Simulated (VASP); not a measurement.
# SiC (F-43m) in VASP: further runs

The runs below take SiC through single point, relaxation of cell and atoms, with HSE06, r2SCAN+rVV10, PBEsol+D3(BJ).

All numbers are computed with VASP 6.6.1; they aren't measurements. Logs are shortened: lines on timing, memory, paths and dates and some standing lists are left out, and cuts for length are marked.

## 1. The cell of the first run

Symmetry: F-43m, No. 216, cubic system. Conventional cell: a = 4.358 Å, b = 4.358 Å, c = 4.358 Å, α = 90.00°, β = 90.00°, γ = 90.00°. Within 2.5 Å of Si (site symmetry -43m) lie 4 C at 1.89 Å. C (site symmetry -43m) has 4 Si at 1.89 Å within 2.5 Å.

## 2. Single point, HSE06

POSCAR

```
SiC
1.0
    0.0000000000      2.1790000000      2.1790000000
    2.1790000000      0.0000000000      2.1790000000
    2.1790000000      2.1790000000      0.0000000000
Si C
1 1
Direct
    0.0000000000      0.0000000000      0.0000000000
    0.7500000000      0.7500000000      0.7500000000
```

INCAR.step1

```
SYSTEM = SiC
PREC     = Accurate       ! precision mode
ENCUT    = 520            ! plane-wave cutoff, eV
EDIFF    = 1E-5           ! SCF threshold, eV
ISMEAR   = -1             ! smearing method
SIGMA    = 0.05           ! smearing width, eV
LREAL    = .False.        ! projectors in reciprocal space
LASPH    = .True.         ! aspherical terms in the spheres
NELM     = 120            ! most SCF steps
ALGO     = Normal         ! electronic algorithm
ISIF     = 2              ! what is computed and relaxed
LWAVE    = .True.         ! write WAVECAR
LCHARG   = .False.        ! write CHGCAR
GGA      = PE             ! functional
NBANDS   = 11             ! bands
GGA_COMPAT= .False.
```

INCAR.step2

```
SYSTEM = SiC
PREC     = Accurate       ! precision mode
ENCUT    = 520            ! plane-wave cutoff, eV
EDIFF    = 1E-6           ! SCF threshold, eV
ISMEAR   = -1             ! smearing method
SIGMA    = 0.05           ! smearing width, eV
LREAL    = .False.        ! projectors in reciprocal space
LASPH    = .True.         ! aspherical terms in the spheres
NELM     = 120            ! most SCF steps
ALGO     = Normal         ! electronic algorithm
ISIF     = 2              ! what is computed and relaxed
LWAVE    = .False.        ! write WAVECAR
LCHARG   = .False.        ! write CHGCAR
GGA      = PE             ! functional
LHFCALC  = .True.         ! exact exchange
HFSCREEN = 0.2079         ! screening, 1/A
PRECFOCK = Normal       
ISTART   = 1            
NBANDS   = 11             ! bands
GGA_COMPAT= .False.
```

KPOINTS

```
regular mesh
0
Gamma
  8 8 8
  0 0 0
```

Potentials or basis: VASP PAW PBE potentials, release 64 (Si, C).

Launch:

```console
$ cat potpaw_PBE.64/Si/POTCAR potpaw_PBE.64/C/POTCAR > POTCAR
$ cp INCAR.step1 INCAR
$ mpirun -np 1 vasp_std > vasp.out
$ cp INCAR.step2 INCAR
$ mpirun -np 1 vasp_std > vasp.out
```

OUTCAR:

```text
SYSTEM = SiC
   PREC = Accurate
   ENCUT = 520
   EDIFF = 1E-6
   ISMEAR = -1
   LREAL = .False.
   LASPH = .True.
   NELM = 120
   ISIF = 2
   GGA = PE
   LHFCALC = .True.
   HFSCREEN = 0.2079
   PRECFOCK = Normal
   ISTART = 1

 ion  position               nearest neighbor table
   1  0.000  0.000  0.000-   2 1.89   2 1.89   2 1.89   2 1.89
   2  0.750  0.750  0.750-   1 1.89   1 1.89   1 1.89   1 1.89

  LATTYP: Found a face centered cubic cell.
 ALAT       =     4.3580000000

  Lattice vectors:

 A1 = (   0.0000000000,   2.1790000000,   2.1790000000)
 A2 = (   2.1790000000,   0.0000000000,   2.1790000000)
 A3 = (   2.1790000000,   2.1790000000,   0.0000000000)

Analysis of symmetry for initial positions (statically):
=====================================================================
 Subroutine PRICEL returns:
 Original cell was already a primitive cell.

 Routine SETGRP: Setting up the symmetry group for a
 face centered cubic supercell.

 Subroutine GETGRP returns: Found 24 space group operations
 (whereof 24 operations were pure point group operations)
 out of a pool of 48 trial point group operations.

The static configuration has the point symmetry T_d .

Analysis of symmetry for dynamics (positions and initial velocities):
=====================================================================
 Subroutine PRICEL returns:
 Original cell was already a primitive cell.

 Routine SETGRP: Setting up the symmetry group for a
 face centered cubic supercell.

 Subroutine GETGRP returns: Found 24 space group operations
 (whereof 24 operations were pure point group operations)
 out of a pool of 48 trial point group operations.

The dynamic configuration has the point symmetry T_d .

 Subroutine INISYM returns: Found 24 space group operations
 (whereof 24 operations are pure point group operations),
 and found     1 'primitive' translations

----------------------------------------------------------------------------------------

                                     Primitive cell

  volume of cell :      20.6920

  direct lattice vectors                    reciprocal lattice vectors
     0.000000000  2.179000000  2.179000000    -0.229463056  0.229463056  0.229463056
     2.179000000  0.000000000  2.179000000     0.229463056 -0.229463056  0.229463056
     2.179000000  2.179000000  0.000000000     0.229463056  0.229463056 -0.229463056

  length of vectors
     3.081571352  3.081571352  3.081571352     0.397441672  0.397441672  0.397441672

  position of ions in fractional coordinates (direct lattice)
     0.000000000  0.000000000  0.000000000
     0.750000000  0.750000000  0.750000000

  ion indices of the primitive-cell ions
   primitive index   ion index
                 1           1
                 2           2

----------------------------------------------------------------------------------------

 KPOINTS: regular mesh

Automatic generation of k-mesh.
 Grid dimensions read from file:
 generate k-points for:    8    8    8

 Generating k-lattice:

  Cartesian coordinates                     Fractional coordinates (reciprocal lattice)
    -0.028682882  0.028682882  0.028682882     0.125000000  0.000000000  0.000000000
     0.028682882 -0.028682882  0.028682882     0.000000000  0.125000000  0.000000000
     0.028682882  0.028682882 -0.028682882     0.000000000  0.000000000  0.125000000

  Length of vectors
     0.049680209  0.049680209  0.049680209

  Shift w.r.t. Gamma in fractional coordinates (k-lattice)
     0.000000000  0.000000000  0.000000000

 Subroutine IBZKPT returns following result:
 ===========================================

 Found     29 irreducible k-points:

 Following reciprocal coordinates:
            Coordinates               Weight
  0.000000  0.000000  0.000000      1.000000
  0.125000  0.000000  0.000000      8.000000
  0.250000  0.000000  0.000000      8.000000
  0.375000  0.000000  0.000000      8.000000
  0.500000  0.000000  0.000000      4.000000
  0.125000  0.125000  0.000000      6.000000
[... 16 lines left out ...]
  0.500000  0.250000  0.125000     48.000000
 -0.375000  0.250000  0.125000     24.000000
 [... further k-points ...]
   k-points           NKPTS =     29   k-points in BZ     NKDIM =    512   number of bands    NBANDS=     11
   number of dos      NEDOS =    301   number of ions     NIONS =      2
   total plane-waves  NPLWV =  13824
   dimension x,y,z NGX =    24 NGY =   24 NGZ =   24
   dimension x,y,z NGXF=    48 NGYF=   48 NGZF=   48
   ions per type =               1   1
   NGX,Y,Z   is equivalent  to a cutoff of  12.95, 12.95, 12.95 a.u.
   NGXF,Y,Z  is equivalent  to a cutoff of  25.90, 25.90, 25.90 a.u.
 SYSTEM =  SiC
   PREC   = accura    normal or accurate (medium, high low for compatibility)
   ISTART =      1    job   : 0-new  1-cont  2-samecut
   ICHARG =      0    charge: 1-file 2-atom 10-const
   ISPIN  =      1    spin polarized calculation?
   LNONCOLLINEAR =      F non collinear calculations
   LSORBIT =      F    spin-orbit coupling
   LASPH  =      T    aspherical Exc in radial PAW
   ENCUT  =  520.0 eV  38.22 Ry    6.18 a.u.   5.73  5.73  5.73*2*pi/ulx,y,z
   NELM   =    120;   NELMIN=  2; NELMDL=  0     # of ELM steps
   EDIFF  = 0.1E-05   stopping-criterion for ELM
   LREAL  =      F    real-space projection
   EDIFFG = 0.1E-04   stopping-criterion for IOM
   NSW    =      0    number of steps for IOM
   IBRION =     -1    ionic relax: 0-MD 1-quasi-New 2-CG
   NFREE  =      0    steps in history (QN), initial steepest desc. (CG)
   ISIF   =      2    stress and relaxation
   ISYM   =      3    0-nonsym 1-usesym 2-fastsym
   POTIM  = 0.5000    time-step for ionic-motion
   TEBEG  =    0.0;   TEEND  =   0.0 temperature during run
   PSTRESS=    0.0 pullay stress
   NELECT =       8.0000    total number of electrons
   NUPDOWN=      -1.0000    fix difference up-down
   EMIN   =  10.00;   EMAX   =-10.00  energy-range for DOS
   EFERMI =   0.00;   METHOD = LEGACY
   ISMEAR =    -1;   SIGMA  =   0.05  broadening in eV -4-tet -1-fermi 0-gaus
   EFERMI_NEDOS =   21; number of points for ismear=-14 and -15
   IALGO  =     38    algorithm
   IMIX   =      1    mixing-type and parameters
     AMIX     =   0.40;   BMIX     =  1.00
     AMIX_MAG =   1.60;   BMIX_MAG =  1.00
  volume/ion in A,a.u.               =      10.35        69.82
  Fermi-wavevector in a.u.,A,eV,Ry     =   1.192626  2.253736 19.352338  1.422357
  Thomas-Fermi vector in A             =   2.328660
   LORBIT       =      0    0 simple, 1 ext, 2 COOP (PROOUT), +10 PAW based schemes
   GGA     = PE    functional components
   LHFCALC =     T    Hartree Fock is set to
   PRECFOCK=normal    Normal, Fast or Accurate (Low or Medium for compatibility)
   ENCUT4O =  -1.0   cutoff for four orbital integrals eV
   NKREDX  =     1    reduce k-point grid by
   NKREDY  =     1    reduce k-point grid by
   NKREDZ  =     1    reduce k-point grid by
   AEXX    =    0.2500 exact exchange contribution
   HFSCREEN=    0.2079 screening length (either q_TF or 0.3 A-1)
   HFSCREENC=   0.2079 screening length for correlation (either q_TF or 0.3 A-1)
   ENCUTFOCK=  -1.0 apply spherical cutoff to Coloumb kernel
   IVDW    =     0    specifies the selected vdW correction
   LEPSILON=     F    determine dielectric tensor
   LRPA    =     F    only Hartree local field effects (RPA)
 non-spin polarized calculation
  energy-cutoff  :      520.00
  volume of cell :       20.69
 maximum number of plane-waves:       568
  NGX = 18; NGY = 18; NGZ = 18

 number of electron       8.0000001 magnetization

 Free energy of the ion-electron system (eV)
  ---------------------------------------------------
  ext. energy  EPLUGINS =         0.00000000
  ---------------------------------------------------
  free energy    TOTEN  =       -17.42320652 eV

  energy without entropy =      -17.42320652  energy(sigma->0) =      -17.42320652

 E-fermi :   8.5411     XC(G=0):  -9.3571

 val. band max:        7.4914861175   @ k =   0.0000   0.0000   0.0000
 cond. band min:       9.7228678339   @ k =   0.5000   0.5000   0.0000
 fundamental gap:      2.2313817164
 Fermi energy:         8.5411431148

 k-point     1 :       0.0000    0.0000    0.0000
  band No.  band energies     occupation
      1      -9.4944      2.00000
      2       7.4915      2.00000
      3       7.4915      2.00000
      4       7.4915      2.00000
      5      15.0242      0.00000
      6      16.0773      0.00000
      7      16.0773      0.00000
      8      16.0773      0.00000
      9      23.5718      0.00000
     10      23.5718      0.00000
     11      25.4665      0.00000

 k-point     2 :       0.1250    0.0000    0.0000
  band No.  band energies     occupation
      1      -9.1634      2.00000
      2       5.8829      2.00000
      3       7.2735      2.00000
      4       7.2735      2.00000
      5      15.2332      0.00000
      6      16.4631      0.00000
      7      16.4631      0.00000
      8      16.6951      0.00000
      9      22.2576      0.00000
     10      22.2576      0.00000
     11      25.0228      0.00000

 k-point     3 :       0.2500    0.0000    0.0000
  band No.  band energies     occupation
      1      -8.1958      2.00000
      2       2.7901      2.00000
      3       6.8294      2.00000
      4       6.8294      2.00000
      5      14.7069      0.00000
      6      16.7271      0.00000
      7      16.7271      0.00000
      8      18.3681      0.00000
      9      22.1005      0.00000
     10      22.1005      0.00000
     11      24.0833      0.00000
[... 267 lines left out ...]
 k-point    23 :       0.5000    0.2500    0.1250
  band No.  band energies     occupation
      1      -5.9479      2.00000
      2       0.3435      2.00000
      3       3.5735      2.00000
      4       5.4065      2.00000
      5      13.9385      0.00000
      6      16.3772      0.00000
      7      18.1371      0.00000
      8      19.4736      0.00000
      9      22.5830      0.00000
     10      25.7422      0.00000
     11      28.5176      0.00000

 k-point    24 :      -0.3750    0.2500    0.1250
  band No.  band energies     occupation
      1      -4.9434      2.00000
      2      -1.0743      2.00000
      3       3.4472      2.00000
      4       5.0416      2.00000
      5      13.8736      0.00000
      6      16.0399      0.00000
      7      19.1735      0.00000
      8      20.1065      0.00000
      9      22.5616      0.00000
     10      25.4510      0.00000
     11      28.5034      0.00000

 [... further k-points ...]

------------------------ aborting loop because EDIFF is reached ----------------------------------------

  FORCE on cell =-STRESS in cart. coord.  units (eV):
  Direction    XX          YY          ZZ          XY          YZ          ZX
  --------------------------------------------------------------------------------------
  -------------------------------------------------------------------------------------
  Total       -0.2334247     -0.2334247     -0.2334247      0.0000000      0.0000000      0.0000000
  in kB      -18.0740583    -18.0740583    -18.0740583      0.0000000      0.0000000      0.0000000
  external PRESSURE =     -18.0740583 kB  Pullay stress =       0.0000000 kB

 VOLUME and BASIS-vectors are now :
 -----------------------------------------------------------------------------
  energy-cutoff  :      520.00
  volume of cell :       20.69
      direct lattice vectors                 reciprocal lattice vectors
     0.000000000  2.179000000  2.179000000    -0.229463056  0.229463056  0.229463056
     2.179000000  0.000000000  2.179000000     0.229463056 -0.229463056  0.229463056
     2.179000000  2.179000000  0.000000000     0.229463056  0.229463056 -0.229463056

 POSITION                                       TOTAL-FORCE (eV/Angst)
 -----------------------------------------------------------------------------------
      0.00000      0.00000      0.00000        -0.000000     -0.000000     -0.000000
      3.26850      3.26850      3.26850         0.000000      0.000000      0.000000
 -----------------------------------------------------------------------------------
    total drift:                               -0.000004     -0.000004      0.000016

  FREE ENERGIE OF THE ION-ELECTRON SYSTEM (eV)
  ---------------------------------------------------
  free  energy   TOTEN  =       -17.4232065166 eV

  energy  without entropy=      -17.4232065165  energy(sigma->0) =      -17.42320652
```

Run time: 13 min. Hardware: 1 thread of Intel Xeon Platinum 8488C (Sapphire Rapids), shared host; peak memory 0.25 GiB.

What came out:

```
Free energy            : -17.4232 eV
Pressure               : -1.8 GPa
Band gap on the k mesh : 2.23 eV (least direct gap 5.73 eV)
```

Caveat: the PAW data sets were made with another functional, which shifts forces and pressure a little. A k mesh can miss the band edges.

## 3. Single point, r2SCAN+rVV10

This run uses another cell than the first one, of 10.97 Å³/atom.

POSCAR

```
SiC
1.0
    0.0000000000      2.2217363401      2.2217363401
    2.2217363401      0.0000000000      2.2217363401
    2.2217363401      2.2217363401      0.0000000000
Si C
1 1
Direct
    0.0000000000      0.0000000000      0.0000000000
    0.7500000000      0.7500000000      0.7500000000
```

INCAR.step1

```
  ALGO = Normal
  EDIFF = 1E-5
  ENCUT = 660
  GGA = PE
  GGA_COMPAT = False
  ISMEAR = -1
  LASPH = True
  LCHARG = False
  LREAL = False
  LWAVE = True
  NBANDS = 11
  NELM = 120
  PREC = Accurate
  SIGMA = 0.05
```

INCAR.step2

```
  ALGO = Normal
  BPARAM = 11.95
  CPARAM = 0.0093
  EDIFF = 1E-6
  ENCUT = 660
  GGA_COMPAT = False
  ISIF = 2
  ISMEAR = -1
  ISTART = 1
  IVDW_NL = 2
  LASPH = True
  LCHARG = False
  LMIXTAU = True
  LREAL = False
  LUSE_VDW = True
  LWAVE = False
  METAGGA = R2SCAN
  NBANDS = 11
  NELM = 120
  PREC = Accurate
  SIGMA = 0.05
```

KPOINTS

```
k-points
0
Gamma
  10 10 10
```

Potentials or basis: VASP PAW PBE potentials, release 64 (Si, C).

Launch:

```console
$ cat potpaw_PBE.64/Si/POTCAR potpaw_PBE.64/C/POTCAR > POTCAR
$ cp INCAR.step1 INCAR
$ mpirun -np 1 vasp_std > vasp.out
$ cp INCAR.step2 INCAR
$ mpirun -np 1 vasp_std > vasp.out
```

It took 2.5 min on 1 thread of AMD EPYC 7R43 (Zen 3), shared host; peak memory 0.22 GiB.

Results (log left out):

| Item | Value |
| --- | --- |
| Free energy | -19.1706 eV |
| Pressure | -12.9 GPa |
| Band gap on the k mesh | 1.73 eV (least direct gap 4.95 eV) |

Levels at points of the mesh, in eV from the valence-band top:
| k point | band 2 | band 3 | band 4 | band 5 | band 6 | band 7 |
| --- | --- | --- | --- | --- | --- | --- |
| (0.00, 0.00, 0.00) | 0.00 | 0.00 | 0.00 | 6.08 | 7.42 | 7.42 |
| (0.50, 0.00, 0.00) | -8.52 | -1.09 | -1.09 | 5.42 | 7.48 | 7.48 |
| (0.50, 0.50, 0.00) | -7.88 | -3.23 | -3.23 | 1.73 | 4.57 | 14.40 |

Caveat: the cell stands under tension; the PAW data sets were made with another functional, which shifts forces and pressure a little.

[end of part 1 of 2]
